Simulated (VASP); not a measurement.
# Ni (Fm-3m) in VASP: notebook

The runs below take Ni through single point, with r2SCAN.

Program: VASP 6.6.1. These are calculated values, not measurements. Logs are shortened: lines on timing, memory, paths and dates and some standing lists are left out, and cuts for length are marked.

## 1. The cell of the first run

The structure is cubic, space group Fm-3m (No. 225). The conventional cell has a = 3.476 Å, b = 3.476 Å, c = 3.476 Å, α = 90.00°, β = 90.00°, γ = 90.00°. Ni (site symmetry m-3m) has 12 Ni at 2.46 Å within 3.2 Å.

## 2. Single point, r2SCAN, collinear spin, ferromagnetic start

POSCAR reads:

```
Ni
1.0
    0.0000000000      1.7380692641      1.7380692641
    1.7380692641      0.0000000000      1.7380692641
    1.7380692641      1.7380692641      0.0000000000
Ni
1
Direct
    0.0000000000      0.0000000000      0.0000000000
```

INCAR.step1 reads:

```
PREC = Accurate ; ENCUT = 520
ISMEAR = -1 ; SIGMA = 0.1
LREAL = F ; LASPH = T
NELM = 150 ; ISPIN = 2
MAGMOM = 0.807 ; LMAXMIX = 4
NBANDS = 15 ; GGA = PE
ALGO = Normal ; EDIFF = 1E-4
LWAVE = T ; LCHARG = F
```

INCAR.step2 reads:

```
PREC = Accurate ; ENCUT = 520
EDIFF = 1E-6 ; ISMEAR = -1
SIGMA = 0.1 ; LREAL = F
LASPH = T ; NELM = 150
ALGO = Normal ; ISIF = 2
LWAVE = F ; LCHARG = F
ISPIN = 2 ; MAGMOM = 0.807
LORBIT = 11 ; LMAXMIX = 4
METAGGA = R2SCAN ; LMIXTAU = T
NBANDS = 15 ; ISTART = 1
```

KPOINTS reads:

```
Automatic mesh
0
Gamma
  15 15 15
```

Potentials or basis: VASP PAW PBE potentials, release 64 (Ni).

Started as:

```bash
cat potpaw_PBE.64/Ni/POTCAR > POTCAR
cp INCAR.step1 INCAR
mpirun -np 1 vasp_std > vasp.out
cp INCAR.step2 INCAR
mpirun -np 1 vasp_std > vasp.out
```

OUTCAR:

```text
PREC = Accurate
   ENCUT = 520
   EDIFF = 1E-6
   ISMEAR = -1
   LREAL = F
   LASPH = T
   NELM = 150
   ISIF = 2
   ISPIN = 2
   LORBIT = 11
   METAGGA = R2SCAN
   ISTART = 1

 ion  position               nearest neighbor table
   1  0.000  0.000  0.000-

  LATTYP: Found a face centered cubic cell.
 ALAT       =     3.4761385282

  Lattice vectors:

 A1 = (   0.0000000000,   1.7380692641,   1.7380692641)
 A2 = (   1.7380692641,   0.0000000000,   1.7380692641)
 A3 = (   1.7380692641,   1.7380692641,   0.0000000000)

Analysis of symmetry for initial positions (statically):
=====================================================================
 Subroutine PRICEL returns:
 Original cell was already a primitive cell.

 Routine SETGRP: Setting up the symmetry group for a
 face centered cubic supercell.

 Subroutine GETGRP returns: Found 48 space group operations
 (whereof 48 operations were pure point group operations)
 out of a pool of 48 trial point group operations.

The static configuration has the point symmetry O_h .

Analysis of symmetry for dynamics (positions and initial velocities):
=====================================================================
 Subroutine PRICEL returns:
 Original cell was already a primitive cell.

 Routine SETGRP: Setting up the symmetry group for a
 face centered cubic supercell.

 Subroutine GETGRP returns: Found 48 space group operations
 (whereof 48 operations were pure point group operations)
 out of a pool of 48 trial point group operations.

The dynamic configuration has the point symmetry O_h .

Analysis of structural, dynamic, and magnetic symmetry:
=====================================================================
 Subroutine PRICEL returns:
 Original cell was already a primitive cell.

 Routine SETGRP: Setting up the symmetry group for a
 face centered cubic supercell.

 Subroutine GETGRP returns: Found 48 space group operations
 (whereof 48 operations were pure point group operations)
 out of a pool of 48 trial point group operations.

The overall configuration has the point symmetry O_h .

 Subroutine INISYM returns: Found 48 space group operations
 (whereof 48 operations are pure point group operations),
 and found     1 'primitive' translations

----------------------------------------------------------------------------------------

                                     Primitive cell

  volume of cell :      10.5010

  direct lattice vectors                    reciprocal lattice vectors
     0.000000000  1.738069264  1.738069264    -0.287675532  0.287675532  0.287675532
     1.738069264  0.000000000  1.738069264     0.287675532 -0.287675532  0.287675532
     1.738069264  1.738069264  0.000000000     0.287675532  0.287675532 -0.287675532

  length of vectors
     2.458001126  2.458001126  2.458001126     0.498268637  0.498268637  0.498268637

  position of ions in fractional coordinates (direct lattice)
     0.000000000  0.000000000  0.000000000

  ion indices of the primitive-cell ions
   primitive index   ion index
                 1           1

----------------------------------------------------------------------------------------

 KPOINTS: Automatic mesh

Automatic generation of k-mesh.
 Grid dimensions read from file:
 generate k-points for:   15   15   15

 Generating k-lattice:

  Cartesian coordinates                     Fractional coordinates (reciprocal lattice)
    -0.019178369  0.019178369  0.019178369     0.066666667  0.000000000  0.000000000
     0.019178369 -0.019178369  0.019178369     0.000000000  0.066666667  0.000000000
     0.019178369  0.019178369 -0.019178369     0.000000000  0.000000000  0.066666667

  Length of vectors
     0.033217909  0.033217909  0.033217909

  Shift w.r.t. Gamma in fractional coordinates (k-lattice)
     0.000000000  0.000000000  0.000000000

 Subroutine IBZKPT returns following result:
 ===========================================

 Found    120 irreducible k-points:

 Following reciprocal coordinates:
            Coordinates               Weight
  0.000000  0.000000  0.000000      1.000000
  0.066667  0.000000  0.000000      8.000000
  0.133333  0.000000  0.000000      8.000000
  0.200000  0.000000  0.000000      8.000000
  0.266667  0.000000  0.000000      8.000000
  0.333333  0.000000  0.000000      8.000000
[... 16 lines left out ...]
  0.133333  0.133333  0.000000      6.000000
  0.200000  0.133333  0.000000     24.000000
 [... further k-points ...]
   k-points           NKPTS =    120   k-points in BZ     NKDIM =    120   number of bands    NBANDS=     15
   number of dos      NEDOS =    301   number of ions     NIONS =      1
   total plane-waves  NPLWV =   5832
   dimension x,y,z NGX =    18 NGY =   18 NGZ =   18
   dimension x,y,z NGXF=    36 NGYF=   36 NGZF=   36
   ions per type =               1
   NGX,Y,Z   is equivalent  to a cutoff of  12.17, 12.17, 12.17 a.u.
   NGXF,Y,Z  is equivalent  to a cutoff of  24.35, 24.35, 24.35 a.u.
 SYSTEM =  unknown system
   PREC   = accura    normal or accurate (medium, high low for compatibility)
   ISTART =      1    job   : 0-new  1-cont  2-samecut
   ICHARG =      0    charge: 1-file 2-atom 10-const
   ISPIN  =      2    spin polarized calculation?
   LNONCOLLINEAR =      F non collinear calculations
   LSORBIT =      F    spin-orbit coupling
   LASPH  =      T    aspherical Exc in radial PAW
   ENCUT  =  520.0 eV  38.22 Ry    6.18 a.u.   4.57  4.57  4.57*2*pi/ulx,y,z
   NELM   =    150;   NELMIN=  2; NELMDL=  0     # of ELM steps
   EDIFF  = 0.1E-05   stopping-criterion for ELM
   LREAL  =      F    real-space projection
   EDIFFG = 0.1E-04   stopping-criterion for IOM
   NSW    =      0    number of steps for IOM
   IBRION =     -1    ionic relax: 0-MD 1-quasi-New 2-CG
   NFREE  =      0    steps in history (QN), initial steepest desc. (CG)
   ISIF   =      2    stress and relaxation
   ISYM   =      2    0-nonsym 1-usesym 2-fastsym
   POTIM  = 0.5000    time-step for ionic-motion
   TEBEG  =    0.0;   TEEND  =   0.0 temperature during run
   PSTRESS=    0.0 pullay stress
   NELECT =      10.0000    total number of electrons
   NUPDOWN=      -1.0000    fix difference up-down
   EMIN   =  10.00;   EMAX   =-10.00  energy-range for DOS
   EFERMI =   0.00;   METHOD = LEGACY
   ISMEAR =    -1;   SIGMA  =   0.10  broadening in eV -4-tet -1-fermi 0-gaus
   EFERMI_NEDOS =   21; number of points for ismear=-14 and -15
   IALGO  =     38    algorithm
   IMIX   =      4    mixing-type and parameters
     AMIX     =   0.40;   BMIX     =  1.00
     AMIX_MAG =   1.60;   BMIX_MAG =  1.00
  volume/ion in A,a.u.               =      10.50        70.86
  Fermi-wavevector in a.u.,A,eV,Ry     =   1.610637  3.043663 35.295588  2.594153
  Thomas-Fermi vector in A             =   2.706156
   LORBIT       =     11    0 simple, 1 ext, 2 COOP (PROOUT), +10 PAW based schemes
   METAGGA = R2SCAN    functional components
   LHFCALC =     F    Hartree Fock is set to
   AEXX    =    0.0000 exact exchange contribution
   IVDW    =     0    specifies the selected vdW correction
   LEPSILON=     F    determine dielectric tensor
   LRPA    =     F    only Hartree local field effects (RPA)
 spin polarized calculation
  energy-cutoff  :      520.00
  volume of cell :       10.50
 maximum number of plane-waves:       295
   NGX =  9   NGY =  9   NGZ =  9

 number of electron       9.9999999 magnetization       0.6945955

 Free energy of the ion-electron system (eV)
  ---------------------------------------------------
  ext. energy  EPLUGINS =         0.00000000
  ---------------------------------------------------
  free energy    TOTEN  =       -11.96487910 eV

  energy without entropy =      -11.92447263  energy(sigma->0) =      -11.94467586

 E-fermi :   9.8042     XC(G=0): -14.6260

 val. band max:        9.7914855241   @ k =   0.4667   0.1333   0.0667
 cond. band min:       9.8049589879   @ k =  -0.4667   0.2667   0.1333
 fundamental gap:      0.0134734638
 Fermi energy:         9.8041841246

 spin component 1

 k-point     1 :       0.0000    0.0000    0.0000
  band No.  band energies     occupation
      1       0.1640      1.00000
      2       6.8303      1.00000
      3       6.8304      1.00000
      4       6.8304      1.00000
      5       8.1654      1.00000
      6       8.1654      1.00000
      7      34.6754      0.00000
      8      39.1172      0.00000
      9      39.1172      0.00000
     10      39.1176      0.00000
     11      41.8687      0.00000
     12      41.8688      0.00000
     13      41.8688      0.00000
     14      45.2176      0.00000
     15      51.9276      0.00000
[... 397 lines left out ...]
 k-point    24 :       0.2000    0.1333    0.0000
  band No.  band energies     occupation
      1       1.7549      1.00000
      2       6.3372      1.00000
      3       7.2169      1.00000
      4       7.2382      1.00000
      5       7.7956      1.00000
      6       8.3470      1.00000
      7      30.5574      0.00000
      8      33.4191      0.00000
      9      33.6645      0.00000
     10      36.1519      0.00000
     11      41.2754      0.00000
     12      45.5104      0.00000
     13      47.3630      0.00000
     14      48.0248      0.00000
     15      51.8284      0.00000

 [... further k-points ...]

 spin component 2

 k-point     1 :       0.0000    0.0000    0.0000
  band No.  band energies     occupation
      1      -0.0812      1.00000
      2       8.0986      1.00000
      3       8.0986      1.00000
      4       8.0987      1.00000
      5       8.8997      0.99988
      6       8.8997      0.99988
      7      34.4276      0.00000
      8      39.2212      0.00000
      9      39.2214      0.00000
     10      39.2214      0.00000
     11      42.1552      0.00000
     12      42.1553      0.00000
     13      42.1553      0.00000
     14      45.2837      0.00000
     15      52.7140      0.00000
[... 397 lines left out ...]
 k-point    24 :       0.2000    0.1333    0.0000
  band No.  band energies     occupation
      1       1.5307      1.00000
      2       7.5159      1.00000
      3       8.3237      1.00000
      4       8.5001      1.00000
      5       8.6705      0.99999
      6       9.1227      0.99890
      7      30.6725      0.00000
      8      33.6243      0.00000
      9      33.6690      0.00000
     10      36.2213      0.00000
     11      41.7266      0.00000
     12      45.6972      0.00000
     13      47.5331      0.00000
     14      48.2066      0.00000
     15      53.5101      0.00000

 [... further k-points ...]
[... 5 lines left out ...]
  --------------------------------------------------------------------------------------
  -------------------------------------------------------------------------------------
  Total        0.0540572      0.0540572      0.0540572      0.0000000      0.0000000     -0.0000000
  in kB        8.2477001      8.2477001      8.2477001      0.0000000      0.0000000     -0.0000000
  external PRESSURE =       8.2477001 kB  Pullay stress =       0.0000000 kB

 VOLUME and BASIS-vectors are now :
 -----------------------------------------------------------------------------
  energy-cutoff  :      520.00
  volume of cell :       10.50
      direct lattice vectors                 reciprocal lattice vectors
     0.000000000  1.738069264  1.738069264    -0.287675532  0.287675532  0.287675532
     1.738069264  0.000000000  1.738069264     0.287675532 -0.287675532  0.287675532
     1.738069264  1.738069264  0.000000000     0.287675532  0.287675532 -0.287675532

 POSITION                                       TOTAL-FORCE (eV/Angst)
 -----------------------------------------------------------------------------------
      0.00000      0.00000      0.00000        -0.000000      0.000000     -0.000000
 -----------------------------------------------------------------------------------
    total drift:                                0.000000     -0.000000     -0.000000

  FREE ENERGIE OF THE ION-ELECTRON SYSTEM (eV)
  ---------------------------------------------------
  free  energy   TOTEN  =       -11.9648790955 eV

  energy  without entropy=      -11.9244726279  energy(sigma->0) =      -11.94467586

 total charge

# of ion       s       p       d       tot
------------------------------------------
    1        0.529   0.550   8.333   9.412

 magnetization (x)

# of ion       s       p       d       tot
------------------------------------------
    1       -0.010  -0.042   0.765   0.713
```

Wall time 97 s (1 thread of Intel Xeon Platinum 8488C (Sapphire Rapids), shared host); peak memory 0.14 GiB.

Results:

- Free energy: -11.9649 eV
- Pressure: 0.8 GPa
- Net moment: 0.69 μB per cell
- Site moments: Ni +0.71 μB
- Valence electrons inside the program's atomic spheres: Ni 9.41

Caveat: the PAW data sets were made with another functional, which shifts forces and pressure a little.

## 3. Single point, r2SCAN, collinear spin, ferromagnetic start

POSCAR is that of step 2.

INCAR.step1 reads:

```
ALGO = Normal
EDIFF = 1E-4
ENCUT = 520
GGA = PE
ISMEAR = -1
ISPIN = 2
LASPH = T
LCHARG = F
LMAXMIX = 4
LREAL = F
LWAVE = T
MAGMOM = 0.807
NBANDS = 15
NELM = 150
PREC = Accurate
SIGMA = 0.2
```

INCAR.step2 reads:

```
ALGO = Normal
EDIFF = 1E-6
ENCUT = 520
ISIF = 2
ISMEAR = -1
ISPIN = 2
ISTART = 1
LASPH = T
LCHARG = F
LMAXMIX = 4
LMIXTAU = T
LORBIT = 11
LREAL = F
LWAVE = F
MAGMOM = 0.807
METAGGA = R2SCAN
NBANDS = 15
NELM = 150
PREC = Accurate
SIGMA = 0.2
```

KPOINTS reads:

```
k-points
0
Gamma
  15 15 15
```

Potentials or basis: VASP PAW PBE potentials, release 64 (Ni).

Started as:

```bash
cat potpaw_PBE.64/Ni/POTCAR > POTCAR
cp INCAR.step1 INCAR
mpirun -np 1 vasp_std > vasp.out
cp INCAR.step2 INCAR
mpirun -np 1 vasp_std > vasp.out
```

Wall time 91 s (1 thread of Intel Xeon Platinum 8488C (Sapphire Rapids), shared host); peak memory 0.15 GiB.

The run converged. Its results:

```yaml
Free_energy: -12.0252 eV
Pressure: 1.4 GPa
Net_moment: 0.68 μB per cell
Site_moments: Ni +0.70 μB
Valence_electrons_inside_the_program's_atomic_spheres: Ni 9.41
```

Levels at points of the mesh, in eV from the Fermi level:
Spin up:
```csv
k point,band 3,band 4,band 5,band 6,band 7,band 8
"(0.00, 0.00, 0.00)",-2.91,-2.91,-1.62,-1.62,24.89,29.33
```
Spin down:
```csv
k point,band 2,band 3,band 4,band 5,band 6,band 7
"(0.00, 0.00, 0.00)",-1.72,-1.72,-1.72,-0.84,-0.84,24.66
```

Caveat: the PAW data sets were made with another functional, which shifts forces and pressure a little.
